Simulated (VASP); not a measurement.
Here is a VASP 6.6.1 calculation.

File INCAR:

```
PREC = Accurate
ENCUT = 520
EDIFF = 1E-6
ISMEAR = 0
SIGMA = 0.02
LREAL = False
LASPH = True
NELM = 80
ALGO = Normal
ISIF = 2
LWAVE = False
LCHARG = False
NBANDS = 16
```

File KPOINTS:

```
Automatic mesh
0
Gamma
  12 12 12
```

The input POSCAR:

```
C
1.0
    1.2331880975      0.7119814801      8.2826151019
   -1.2331880975      0.7119814801      8.2826151019
    0.0000000000     -1.4239629601      8.2826151019
C
4
Direct
    0.0871730800      0.0871730800      0.0871730800
    0.7538500600      0.7538500600      0.7538500600
    0.2461499400      0.2461499400      0.2461499400
    0.9128269200      0.9128269200      0.9128269200
```

Potentials or basis: VASP PAW LDA potentials, release 64 (C).

Launch:

```console
$ cat potpaw_LDA.64/C/POTCAR > POTCAR
$ mpirun -np 1 vasp_std > vasp.out
```

What does it give for the pressure?

-5.5 GPa.

What does it give for the largest force?

0.010 eV/Å.

Predict the band gap on the k mesh.

0.19 eV, direct.

Stress tensor (GPa, compression positive):
```
-7.72  0.00  0.00
 0.00 -7.72  0.00
 0.00  0.00 -1.07
```

A k mesh can miss the band edges.
